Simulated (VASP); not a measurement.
Input of a VASP 6.6.1 run:

File INCAR:

```
SYSTEM = Al
PREC     = Accurate       ! precision mode
ENCUT    = 520            ! plane-wave cutoff, eV
EDIFF    = 1E-6           ! SCF threshold, eV
ISMEAR   = -1             ! smearing method
SIGMA    = 0.05           ! smearing width, eV
LREAL    = .False.        ! projectors in reciprocal space
LASPH    = .True.         ! aspherical terms in the spheres
NELM     = 100            ! most SCF steps
ALGO     = Normal         ! electronic algorithm
ISIF     = 2              ! what is computed and relaxed
LWAVE    = .False.        ! write WAVECAR
LCHARG   = .False.        ! write CHGCAR
GGA      = PE             ! functional
IVDW     = 13             ! dispersion correction
NBANDS   = 8              ! bands
```

Contents of KPOINTS:

```
Automatic mesh
0
Gamma
  11 11 11
  0 0 0
```

File POSCAR:

```
Al
1.0
    0.0000000000      2.0514502267      2.0514502267
    2.0514502267      0.0000000000      2.0514502267
    2.0514502267      2.0514502267      0.0000000000
Al
1
Direct
    0.0000000000      0.0000000000      0.0000000000
```

Potentials or basis: VASP PAW PBE potentials, release 64 (Al).

Run with:

```sh
$ cat potpaw_PBE.64/Al/POTCAR > POTCAR
$ mpirun -np 1 vasp_std > vasp.out
```

(1) What does it give for the dispersion energy per atom?

(2) Predict the pressure.

Answers

(1) -0.329 eV.

(2) -6.2 GPa.

Caveat: pairwise dispersion overbinds metals, which lowers pressure and volume.
